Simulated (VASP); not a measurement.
# GaAs (Cmmm) in VASP: relaxation of cell and atoms with PBE

Aim: the relaxation of cell and atoms of GaAs with PBE.

All numbers are computed with VASP 6.6.1; they aren't measurements. Logs are shortened: lines on timing, memory, paths and dates and some standing lists are left out, and cuts for length are marked.

### 1 The cell of the first run

Symmetry: Cmmm, No. 65, orthorhombic system. The conventional cell has a = 3.714 Å, b = 3.835 Å, c = 7.154 Å, α = 90.00°, β = 90.00°, γ = 90.00°. Ga (site symmetry mmm) has 4 As at 1.86 to 1.92 Å within 2.5 Å. Within 2.5 Å of As (site symmetry mmm) lie 4 Ga at 1.86 to 1.92 Å.

The cell was generated, and may not be a known phase.

### 2 Relaxation of cell and atoms, PBE

Contents of INCAR:

```
SYSTEM = GaAs
ALGO = Normal
EDIFF = 1E-7
EDIFFG = -0.04
ENCUT = 510
GGA = PE
GGA_COMPAT = .FALSE.
IBRION = 2
ISIF = 3
ISMEAR = 0
LASPH = .TRUE.
LCHARG = .FALSE.
LREAL = .FALSE.
LWAVE = .FALSE.
NELM = 120
NELMIN = 4
NSW = 90
PREC = Accurate
SIGMA = 0.1
```

Contents of KPOINTS:

```
k-points
0
G
  6 6 4
  0 0 0
```

Contents of POSCAR:

```
GaAs
1.0
    1.8572145100     -1.9174868500      0.0000000000
    1.8572145100      1.9174868500      0.0000000000
    0.0000000000      0.0000000000      7.1535713400
Ga As
1 1
Direct
    0.5000000000      0.5000000000      0.5000000000
    0.0000000000      0.0000000000      0.5000000000
```

Potentials or basis: VASP PAW PBE potentials, release 64 (Ga_d, As_d).

On the command line:

```console
$ cat potpaw_PBE.64/Ga_d/POTCAR potpaw_PBE.64/As_d/POTCAR > POTCAR
$ mpirun -np 1 vasp_std > vasp.out
```

OUTCAR:

```text
SYSTEM = GaAs
   EDIFF = 1E-7
   EDIFFG = -0.04
   ENCUT = 510
   GGA = PE
   IBRION = 2
   ISIF = 3
   ISMEAR = 0
   LASPH = .TRUE.
   LREAL = .FALSE.
   NELM = 120
   NELMIN = 4
   NSW = 90
   PREC = Accurate

 ion  position               nearest neighbor table
   1  0.500  0.500  0.500-   2 1.86   2 1.86   2 1.92   2 1.92
   2  0.000  0.000  0.500-   1 1.86   1 1.86   1 1.92   1 1.92

  LATTYP: Found a base centered orthorhombic cell.
 ALAT       =     3.7144290200
 B/A-ratio  =     1.0324530848
 C/A-ratio  =     1.9258872094

  Lattice vectors:

 A1 = (   1.8572145100,  -1.9174868500,   0.0000000000)
 A2 = (   1.8572145100,   1.9174868500,   0.0000000000)
 A3 = (   0.0000000000,   0.0000000000,   7.1535713400)

Analysis of symmetry for initial positions (statically):
=====================================================================
 Subroutine PRICEL returns:
 Original cell was already a primitive cell.

 Routine SETGRP: Setting up the symmetry group for a
 base centered orthorhombic supercell.

 Subroutine GETGRP returns: Found  8 space group operations
 (whereof  8 operations were pure point group operations)
 out of a pool of  8 trial point group operations.

The static configuration has the point symmetry D_2h.

Analysis of symmetry for dynamics (positions and initial velocities):
=====================================================================
 Subroutine PRICEL returns:
 Original cell was already a primitive cell.

 Routine SETGRP: Setting up the symmetry group for a
 base centered orthorhombic supercell.

 Subroutine GETGRP returns: Found  8 space group operations
 (whereof  8 operations were pure point group operations)
 out of a pool of  8 trial point group operations.

The dynamic configuration has the point symmetry D_2h.

 Subroutine INISYM returns: Found  8 space group operations
 (whereof  8 operations are pure point group operations),
 and found     1 'primitive' translations

----------------------------------------------------------------------------------------

                                     Primitive cell

  volume of cell :      50.9504

  direct lattice vectors                    reciprocal lattice vectors
     1.857214510 -1.917486850  0.000000000     0.269220382 -0.260757981  0.000000000
     1.857214510  1.917486850  0.000000000     0.269220382  0.260757981  0.000000000
     0.000000000  0.000000000  7.153571340     0.000000000  0.000000000  0.139790316

  length of vectors
     2.669457165  2.669457165  7.153571340     0.374799065  0.374799065  0.139790316

  position of ions in fractional coordinates (direct lattice)
     0.500000000  0.500000000  0.500000000
     0.000000000  0.000000000  0.500000000

  ion indices of the primitive-cell ions
   primitive index   ion index
                 1           1
                 2           2

----------------------------------------------------------------------------------------

 KPOINTS: k-points

Automatic generation of k-mesh.
 Grid dimensions read from file:
 generate k-points for:    6    6    4

 Generating k-lattice:

  Cartesian coordinates                     Fractional coordinates (reciprocal lattice)
     0.044870064 -0.043459664  0.000000000     0.166666667 -0.000000000  0.000000000
     0.044870064  0.043459664  0.000000000    -0.000000000  0.166666667  0.000000000
     0.000000000  0.000000000  0.034947579     0.000000000  0.000000000  0.250000000

  Length of vectors
     0.062466511  0.062466511  0.034947579

  Shift w.r.t. Gamma in fractional coordinates (k-lattice)
     0.000000000  0.000000000  0.000000000

 Subroutine IBZKPT returns following result:
 ===========================================

 Found     39 irreducible k-points:

 Following reciprocal coordinates:
            Coordinates               Weight
  0.000000  0.000000  0.000000      1.000000
  0.166667 -0.000000  0.000000      4.000000
  0.333333  0.000000  0.000000      4.000000
  0.500000  0.000000  0.000000      2.000000
  0.166667  0.166667  0.000000      2.000000
  0.333333  0.166667  0.000000      4.000000
[... 16 lines left out ...]
  0.333333  0.333333  0.250000      4.000000
  0.500000  0.333333  0.250000      8.000000
 [... further k-points ...]
   k-points           NKPTS =     39   k-points in BZ     NKDIM =     39   number of bands    NBANDS=     18
   number of dos      NEDOS =    301   number of ions     NIONS =      2
   total plane-waves  NPLWV =  21600
   dimension x,y,z NGX =    20 NGY =   20 NGZ =   54
   dimension x,y,z NGXF=    40 NGYF=   40 NGZF=  108
   ions per type =               1   1
   NGX,Y,Z   is equivalent  to a cutoff of  12.46, 12.46, 12.55 a.u.
   NGXF,Y,Z  is equivalent  to a cutoff of  24.91, 24.91, 25.10 a.u.
 SYSTEM =  GaAs
   PREC   = accura    normal or accurate (medium, high low for compatibility)
   ISTART =      0    job   : 0-new  1-cont  2-samecut
   ICHARG =      2    charge: 1-file 2-atom 10-const
   ISPIN  =      1    spin polarized calculation?
   LNONCOLLINEAR =      F non collinear calculations
   LSORBIT =      F    spin-orbit coupling
   LASPH  =      T    aspherical Exc in radial PAW
   ENCUT  =  510.0 eV  37.48 Ry    6.12 a.u.   4.92  4.92 13.17*2*pi/ulx,y,z
   NELM   =    120;   NELMIN=  4; NELMDL= -5     # of ELM steps
   EDIFF  = 0.1E-06   stopping-criterion for ELM
   LREAL  =      F    real-space projection
   EDIFFG = -.4E-01   stopping-criterion for IOM
   NSW    =     90    number of steps for IOM
   IBRION =      2    ionic relax: 0-MD 1-quasi-New 2-CG
   NFREE  =      1    steps in history (QN), initial steepest desc. (CG)
   ISIF   =      3    stress and relaxation
   ISYM   =      2    0-nonsym 1-usesym 2-fastsym
   POTIM  = 0.5000    time-step for ionic-motion
   TEBEG  =    0.0;   TEEND  =   0.0 temperature during run
   PSTRESS=    0.0 pullay stress
   NELECT =      28.0000    total number of electrons
   NUPDOWN=      -1.0000    fix difference up-down
   EMIN   =  10.00;   EMAX   =-10.00  energy-range for DOS
   EFERMI =   0.00;   METHOD = LEGACY
   ISMEAR =     0;   SIGMA  =   0.10  broadening in eV -4-tet -1-fermi 0-gaus
   EFERMI_NEDOS =   21; number of points for ismear=-14 and -15
   IALGO  =     38    algorithm
   IMIX   =      4    mixing-type and parameters
     AMIX     =   0.40;   BMIX     =  1.00
     AMIX_MAG =   1.60;   BMIX_MAG =  1.00
  volume/ion in A,a.u.               =      25.48       171.92
  Fermi-wavevector in a.u.,A,eV,Ry     =   1.340947  2.534023 24.465176  1.798140
  Thomas-Fermi vector in A             =   2.469220
   LORBIT       =      0    0 simple, 1 ext, 2 COOP (PROOUT), +10 PAW based schemes
   GGA     = PE    functional components
   LHFCALC =     F    Hartree Fock is set to
   AEXX    =    0.0000 exact exchange contribution
   IVDW    =     0    specifies the selected vdW correction
   LEPSILON=     F    determine dielectric tensor
   LRPA    =     F    only Hartree local field effects (RPA)
 conjugate gradient relaxation of ions
 non-spin polarized calculation
 Gauss-broadening in eV      SIGMA  =   0.10
  energy-cutoff  :      510.00
  volume of cell :       50.95
 maximum number of plane-waves:      1358
   NGX =  9   NGY =  9   NGZ = 27

--------------------------------------- Ionic step        1  -------------------------------------------

 number of electron      28.0000000 magnetization

 Free energy of the ion-electron system (eV)
  ---------------------------------------------------
  ext. energy  EPLUGINS =         0.00000000
  ---------------------------------------------------
  free energy    TOTEN  =         6.77042567 eV

  energy without entropy =        6.77383733  energy(sigma->0) =        6.77213150

------------------------ aborting loop because EDIFF is reached ----------------------------------------

  FORCE on cell =-STRESS in cart. coord.  units (eV):
  Direction    XX          YY          ZZ          XY          YZ          ZX
  --------------------------------------------------------------------------------------
  -------------------------------------------------------------------------------------
  Total       69.3047528     56.4449521     -0.0062225      0.0000000      0.0000000      0.0000000
  in kB     2179.3462247   1774.9589783     -0.1956711      0.0000000      0.0000000      0.0000000
  external PRESSURE =    1318.0365106 kB  Pullay stress =       0.0000000 kB
[... 89 lines left out ...]
  FREE ENERGIE OF THE ION-ELECTRON SYSTEM (eV)
  ---------------------------------------------------
  free  energy   TOTEN  =        -3.7651047871 eV

  energy  without entropy=       -3.7583410488  energy(sigma->0) =       -3.76172292

 E-fermi :   0.4373     XC(G=0):  -6.6930

 val. band max:        0.4357812414   @ k =   0.3333   0.3333   0.5000
 cond. band min:       0.4384383298   @ k =  -0.3333   0.3333   0.0000
 fundamental gap:      0.0026570884
 Fermi energy:         0.4372587111

 k-point     1 :       0.0000    0.0000    0.0000
  band No.  band energies     occupation
      1     -34.9468      2.00000
      2     -34.9199      2.00000
      3     -34.8054      2.00000
      4     -34.8025      2.00000
      5     -34.8022      2.00000
      6     -15.7653      2.00000
[... 481 lines left out ...]
      5     -34.7903      2.00000
      6     -15.6228      2.00000
[... 10 lines left out ...]
     17       7.4285      0.00000
     18       8.2142      0.00000

 [... further k-points ...]

[... ionic steps 4 to 10 ...]

--------------------------------------- Ionic step       11  -------------------------------------------

 number of electron      28.0000039 magnetization

------------------------ aborting loop because EDIFF is reached ----------------------------------------
[... 67 lines left out ...]
--------------------------------------- Ionic step       13  -------------------------------------------

 number of electron      28.0000038 magnetization

 Free energy of the ion-electron system (eV)
  ---------------------------------------------------
  ext. energy  EPLUGINS =         0.00000000
  ---------------------------------------------------
  free energy    TOTEN  =        -6.93194388 eV

  energy without entropy =       -6.92674371  energy(sigma->0) =       -6.92934379

 E-fermi :  -1.0012     XC(G=0):  -6.0918

 val. band max:       -1.3854126853   @ k =   0.5000   0.1667   0.0000
 cond. band min:      -0.9648717105   @ k =   0.5000   0.3333   0.5000
 fundamental gap:      0.4205409748
 Fermi energy:        -1.0012446601

 k-point     1 :       0.0000    0.0000    0.0000
  band No.  band energies     occupation
      1     -36.2262      2.00000
      2     -36.2166      2.00000
      3     -36.1405      2.00000
      4     -36.1404      2.00000
      5     -36.1253      2.00000
      6     -15.9927      2.00000
[... 481 lines left out ...]
      5     -36.1225      2.00000
      6     -15.9813      2.00000
[... 10 lines left out ...]
     17       5.6357      0.00000
     18       6.1611      0.00000

 [... further k-points ...]
[... 5 lines left out ...]
  --------------------------------------------------------------------------------------
  -------------------------------------------------------------------------------------
  Total       -0.0327425     -0.0307353     -0.0454965     -0.0000000      0.0000000      0.0000000
  in kB       -0.5613551     -0.5269416     -0.7800166     -0.0000000      0.0000000      0.0000000
  external PRESSURE =      -0.6227711 kB  Pullay stress =       0.0000000 kB
[... 17 lines left out ...]
  FREE ENERGIE OF THE ION-ELECTRON SYSTEM (eV)
  ---------------------------------------------------
  free  energy   TOTEN  =        -6.9319438767 eV

  energy  without entropy=       -6.9267437099  energy(sigma->0) =       -6.92934379

 reached required accuracy - stopping structural energy minimisation
```

It took 5.2 min on 1 thread of AMD EPYC 7R43 (Zen 3), shared host; peak memory 0.15 GiB.

What came out:

- Free energy: -6.9319 eV
- Relaxed cell: a = 3.617 Å, b = 3.617 Å, c = 7.142 Å, α = 90.00°, β = 90.00°, γ = 90.08°
- Space group after relaxing (to 0.1 Å): P4/mmm (No. 123)
- Pressure after relaxing: -0.1 GPa
- Band gap on the k mesh: zero (bands 14 and 15 overlap by 1.90 eV)

Final structure:
```
Ga As
1.0
     2.55611   -2.55958    0.00000
     2.55611    2.55958    0.00000
     0.00000    0.00000    7.14180
Ga As
1 1
Direct
  0.50000 0.50000 0.50000
  0.00000 0.00000 0.50000
```

Levels at points of the mesh, in eV from the Fermi level:
| k point | band 11 | band 12 | band 13 | band 14 | band 15 | band 16 | band 17 | band 18 |
| --- | --- | --- | --- | --- | --- | --- | --- | --- |
| (0.00, 0.00, 0.00) | -11.92 | -2.50 | -1.11 | -1.09 | -0.93 | 3.22 | 5.43 | 5.61 |
| (0.50, 0.00, 0.00) | -10.54 | -7.20 | -0.57 | 0.97 | 1.42 | 3.90 | 4.11 | 4.53 |
| (0.50, 0.50, 0.00) | -9.05 | -4.49 | -4.49 | -4.17 | 0.34 | 3.22 | 6.03 | 6.04 |
| (0.00, 0.00, 0.50) | -11.92 | -2.57 | -1.11 | -1.09 | -0.92 | 4.47 | 5.06 | 5.43 |
| (0.50, 0.00, 0.50) | -10.54 | -7.20 | -0.61 | 0.97 | 1.31 | 3.90 | 4.12 | 4.59 |
| (0.50, 0.50, 0.50) | -9.05 | -4.49 | -4.49 | -4.17 | 0.32 | 3.15 | 5.80 | 5.81 |

Caveat: the k points lie up to 0.29 Å⁻¹ apart in the final cell, too coarse for converged energies and pressures of a metal; the relaxation moved the vacuum too, so the length across it says nothing of the material.

The gap in the log of VASP goes by the Fermi energy; the results here count the filled bands.